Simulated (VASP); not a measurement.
# KCl (Pm-3m) in VASP: a series of runs

The runs below take KCl through single point, with r2SCAN.

Everything below comes from runs of VASP 6.6.1. Logs are shortened: lines on timing, memory, paths and dates and some standing lists are left out, and cuts for length are marked.

## Step 1: The cell of the first run

It takes space group Pm-3m (No. 221, cubic). Conventional cell: a = 3.839 Å, b = 3.839 Å, c = 3.839 Å, α = 90.00°, β = 90.00°, γ = 90.00°. Within 4.4 Å of K (site symmetry m-3m) lie 8 Cl at 3.32 Å and 6 K at 3.84 Å. Cl (site symmetry m-3m) has 8 K at 3.32 Å and 6 Cl at 3.84 Å within 4.4 Å.

## Step 2: Single point, r2SCAN

The input, POSCAR:

```
KCl
1.0
    3.8391960000      0.0000000000      0.0000000000
    0.0000000000      3.8391960000      0.0000000000
    0.0000000000      0.0000000000      3.8391960000
K Cl
1 1
Direct
    0.0000000000      0.0000000000      0.0000000000
    0.5000000000      0.5000000000      0.5000000000
```

The input, INCAR.step1:

```
SYSTEM = KCl
PREC     = Accurate       ! precision mode
ENCUT    = 520            ! plane-wave cutoff, eV
ISMEAR   = 0              ! smearing method
SIGMA    = 0.01           ! smearing width, eV
LREAL    = .False.        ! projectors in reciprocal space
LASPH    = .True.         ! aspherical terms in the spheres
NELM     = 100            ! most SCF steps
NBANDS   = 15             ! bands
GGA      = PE             ! functional
ALGO     = Normal         ! electronic algorithm
EDIFF    = 1E-4           ! SCF threshold, eV
LWAVE    = .True.         ! write WAVECAR
LCHARG   = .False.        ! write CHGCAR
```

The input, INCAR.step2:

```
SYSTEM = KCl
PREC     = Accurate       ! precision mode
ENCUT    = 520            ! plane-wave cutoff, eV
EDIFF    = 1E-7           ! SCF threshold, eV
ISMEAR   = 0              ! smearing method
SIGMA    = 0.01           ! smearing width, eV
LREAL    = .False.        ! projectors in reciprocal space
LASPH    = .True.         ! aspherical terms in the spheres
NELM     = 100            ! most SCF steps
ALGO     = Normal         ! electronic algorithm
ISIF     = 2              ! what is computed and relaxed
LWAVE    = .False.        ! write WAVECAR
LCHARG   = .False.        ! write CHGCAR
METAGGA  = R2SCAN         ! meta-GGA
LMIXTAU  = .True.       
NBANDS   = 15             ! bands
ISTART   = 1
```

The input, KPOINTS:

```
regular mesh
0
Gamma
  3 3 3
  0 0 0
```

Potentials or basis: VASP PAW PBE potentials, release 64 (K_sv, Cl).

Command:

```sh
> cat potpaw_PBE.64/K_sv/POTCAR potpaw_PBE.64/Cl/POTCAR > POTCAR
> cp INCAR.step1 INCAR
> mpirun -np 1 vasp_std > vasp.out
> cp INCAR.step2 INCAR
> mpirun -np 1 vasp_std > vasp.out
```

OUTCAR:

```text
SYSTEM = KCl
   PREC = Accurate
   ENCUT = 520
   EDIFF = 1E-7
   ISMEAR = 0
   LREAL = .False.
   LASPH = .True.
   NELM = 100
   ISIF = 2
   METAGGA = R2SCAN
   ISTART = 1

 ion  position               nearest neighbor table
   1  0.000  0.000  0.000-
   2  0.500  0.500  0.500-

  LATTYP: Found a simple cubic cell.
 ALAT       =     3.8391960000

  Lattice vectors:

 A1 = (   3.8391960000,   0.0000000000,   0.0000000000)
 A2 = (   0.0000000000,   3.8391960000,   0.0000000000)
 A3 = (   0.0000000000,   0.0000000000,   3.8391960000)

Analysis of symmetry for initial positions (statically):
=====================================================================
 Subroutine PRICEL returns:
 Original cell was already a primitive cell.

 Routine SETGRP: Setting up the symmetry group for a
 simple cubic supercell.

 Subroutine GETGRP returns: Found 48 space group operations
 (whereof 48 operations were pure point group operations)
 out of a pool of 48 trial point group operations.

The static configuration has the point symmetry O_h .

Analysis of symmetry for dynamics (positions and initial velocities):
=====================================================================
 Subroutine PRICEL returns:
 Original cell was already a primitive cell.

 Routine SETGRP: Setting up the symmetry group for a
 simple cubic supercell.

 Subroutine GETGRP returns: Found 48 space group operations
 (whereof 48 operations were pure point group operations)
 out of a pool of 48 trial point group operations.

The dynamic configuration has the point symmetry O_h .

 Subroutine INISYM returns: Found 48 space group operations
 (whereof 48 operations are pure point group operations),
 and found     1 'primitive' translations

----------------------------------------------------------------------------------------

                                     Primitive cell

  volume of cell :      56.5875

  direct lattice vectors                    reciprocal lattice vectors
     3.839196000  0.000000000  0.000000000     0.260471203  0.000000000  0.000000000
     0.000000000  3.839196000  0.000000000     0.000000000  0.260471203  0.000000000
     0.000000000  0.000000000  3.839196000     0.000000000  0.000000000  0.260471203

  length of vectors
     3.839196000  3.839196000  3.839196000     0.260471203  0.260471203  0.260471203

  position of ions in fractional coordinates (direct lattice)
     0.000000000  0.000000000  0.000000000
     0.500000000  0.500000000  0.500000000

  ion indices of the primitive-cell ions
   primitive index   ion index
[... 65 lines left out ...]
   NUPDOWN=      -1.0000    fix difference up-down
   EMIN   =  10.00;   EMAX   =-10.00  energy-range for DOS
   EFERMI =   0.00;   METHOD = LEGACY
   ISMEAR =     0;   SIGMA  =   0.01  broadening in eV -4-tet -1-fermi 0-gaus
   EFERMI_NEDOS =   21; number of points for ismear=-14 and -15
   IALGO  =     38    algorithm
   IMIX   =      4    mixing-type and parameters
     AMIX     =   0.40;   BMIX     =  1.00
     AMIX_MAG =   1.60;   BMIX_MAG =  1.00
  volume/ion in A,a.u.               =      28.29       190.94
  Fermi-wavevector in a.u.,A,eV,Ry     =   1.074504  2.030517 15.708715  1.154558
  Thomas-Fermi vector in A             =   2.210334
   LORBIT       =      0    0 simple, 1 ext, 2 COOP (PROOUT), +10 PAW based schemes
   METAGGA = R2SCAN    functional components
   LHFCALC =     F    Hartree Fock is set to
   AEXX    =    0.0000 exact exchange contribution
   IVDW    =     0    specifies the selected vdW correction
   LEPSILON=     F    determine dielectric tensor
   LRPA    =     F    only Hartree local field effects (RPA)
 non-spin polarized calculation
 Gauss-broadening in eV      SIGMA  =   0.01
  energy-cutoff  :      520.00
  volume of cell :       56.59
 maximum number of plane-waves:      1532
 NGX is ok and might be reduce to    30
   NGX = 15   NGY = 15   NGZ = 15

 number of electron      16.0000007 magnetization

 Free energy of the ion-electron system (eV)
  ---------------------------------------------------
  ext. energy  EPLUGINS =         0.00000000
  ---------------------------------------------------
  free energy    TOTEN  =       -16.38270089 eV

  energy without entropy =      -16.38270089  energy(sigma->0) =      -16.38270089

 E-fermi :  -1.2219     XC(G=0):  -8.4764

 val. band max:       -1.3099123928   @ k =   0.3333   0.3333   0.0000
 cond. band min:       4.3303970905   @ k =   0.0000   0.0000   0.0000
 fundamental gap:      5.6403094833
 Fermi energy:        -1.2219447815

 k-point     1 :       0.0000    0.0000    0.0000
  band No.  band energies     occupation
      1     -30.4118      2.00000
      2     -14.3426      2.00000
      3     -13.0303      2.00000
      4     -13.0303      2.00000
      5     -13.0303      2.00000
      6      -1.4223      2.00000
      7      -1.4223      2.00000
      8      -1.4223      2.00000
      9       4.3304      0.00000
     10       5.9162      0.00000
     11       5.9162      0.00000
     12      10.2330      0.00000
     13      10.2330      0.00000
     14      10.2330      0.00000
[... 41 lines left out ...]
      2     -14.0974      2.00000
      3     -13.1583      2.00000
      4     -13.1583      2.00000
      5     -13.0989      2.00000
      6      -2.2753      2.00000
      7      -2.2753      2.00000
      8      -2.2287      2.00000
      9       7.5189      0.00000
     10       7.9919      0.00000
     11       7.9919      0.00000
     12       8.5370      0.00000
     13       9.3425      0.00000
     14       9.3425      0.00000
     15      12.4913      0.00000

------------------------ aborting loop because EDIFF is reached ----------------------------------------

  FORCE on cell =-STRESS in cart. coord.  units (eV):
  Direction    XX          YY          ZZ          XY          YZ          ZX
  --------------------------------------------------------------------------------------
  -------------------------------------------------------------------------------------
  Total       -0.3521875     -0.3521875     -0.3521875      0.0000000      0.0000000     -0.0000000
  in kB       -9.9715721     -9.9715721     -9.9715721      0.0000000      0.0000000     -0.0000000
  external PRESSURE =      -9.9715721 kB  Pullay stress =       0.0000000 kB

 VOLUME and BASIS-vectors are now :
 -----------------------------------------------------------------------------
  energy-cutoff  :      520.00
  volume of cell :       56.59
      direct lattice vectors                 reciprocal lattice vectors
     3.839196000  0.000000000  0.000000000     0.260471203  0.000000000  0.000000000
     0.000000000  3.839196000  0.000000000     0.000000000  0.260471203  0.000000000
     0.000000000  0.000000000  3.839196000     0.000000000  0.000000000  0.260471203

 POSITION                                       TOTAL-FORCE (eV/Angst)
 -----------------------------------------------------------------------------------
      0.00000      0.00000      0.00000         0.000000      0.000000      0.000000
      1.91960      1.91960      1.91960         0.000000      0.000000      0.000000
 -----------------------------------------------------------------------------------
    total drift:                                0.000000      0.000000     -0.000000

  FREE ENERGIE OF THE ION-ELECTRON SYSTEM (eV)
  ---------------------------------------------------
  free  energy   TOTEN  =       -16.3827008876 eV

  energy  without entropy=      -16.3827008876  energy(sigma->0) =      -16.38270089
```

OUTCAR.step1:

```text
SYSTEM = KCl
   PREC = Accurate
   ENCUT = 520
   ISMEAR = 0
   LREAL = .False.
   LASPH = .True.
[... 271 lines left out ...]
      0.00000      0.00000      0.00000         0.000000      0.000000      0.000000
      1.91960      1.91960      1.91960         0.000000      0.000000      0.000000
 -----------------------------------------------------------------------------------
    total drift:                                0.000000      0.000000     -0.000000

  FREE ENERGIE OF THE ION-ELECTRON SYSTEM (eV)
  ---------------------------------------------------
  free  energy   TOTEN  =        -6.6384309975 eV

  energy  without entropy=       -6.6384309975  energy(sigma->0) =       -6.63843100
```

Run time: 25 s. Hardware: 1 thread of Intel Xeon 6975P-C, shared host; peak memory 0.17 GiB.

What came out:

```
Free energy            : -16.3827 eV
Pressure               : -1.0 GPa
Band gap on the k mesh : 5.64 eV, indirect (least direct gap 5.75 eV)
```

Caveat: the k points lie up to 0.55 Å⁻¹ apart; the PAW data sets were made with another functional, which shifts forces and pressure a little. r2SCAN opens gaps a little over a GGA but as a rule still falls short of measured ones.

## Step 3: Single point, r2SCAN

POSCAR is that of step 2.

The input, INCAR.step1:

```
PREC = Accurate
ENCUT = 520
ISMEAR = 0
SIGMA = 0.01
LREAL = F
LASPH = T
NELM = 80
NBANDS = 15
GGA = PE
ALGO = Normal
EDIFF = 1E-4
LWAVE = T
LCHARG = F
```

The input, INCAR.step2:

```
PREC = Accurate
ENCUT = 520
EDIFF = 1E-6
ISMEAR = 0
SIGMA = 0.01
LREAL = F
LASPH = T
NELM = 80
ALGO = Normal
ISIF = 2
LWAVE = F
LCHARG = F
METAGGA = R2SCAN
LMIXTAU = T
NBANDS = 15
ISTART = 1
```

The input, KPOINTS:

```
Automatic mesh
0
Gamma
  3 3 3
```

Potentials or basis: VASP PAW PBE potentials, release 64 (K_sv, Cl).

Command:

```sh
> cat potpaw_PBE.64/K_sv/POTCAR potpaw_PBE.64/Cl/POTCAR > POTCAR
> cp INCAR.step1 INCAR
> mpirun -np 1 vasp_std > vasp.out
> cp INCAR.step2 INCAR
> mpirun -np 1 vasp_std > vasp.out
```

Wall time 23 s (1 thread of Intel Xeon 6975P-C, shared host); peak memory 0.17 GiB.

It converged, with:

```
Free energy            : -16.3827 eV
Pressure               : -1.0 GPa
Band gap on the k mesh : 5.64 eV, indirect (least direct gap 5.75 eV)
```

Levels at points of the mesh, in eV from the valence-band top:
| k point | band 4 | band 5 | band 6 | band 7 | band 8 | band 9 | band 10 | band 11 | band 12 | band 13 |
| --- | --- | --- | --- | --- | --- | --- | --- | --- | --- | --- |
| (0.00, 0.00, 0.00) | -11.72 | -11.72 | -0.11 | -0.11 | -0.11 | 5.64 | 7.23 | 7.23 | 11.54 | 11.54 |

Caveat: the k points lie up to 0.55 Å⁻¹ apart; the PAW data sets were made with another functional, which shifts forces and pressure a little.
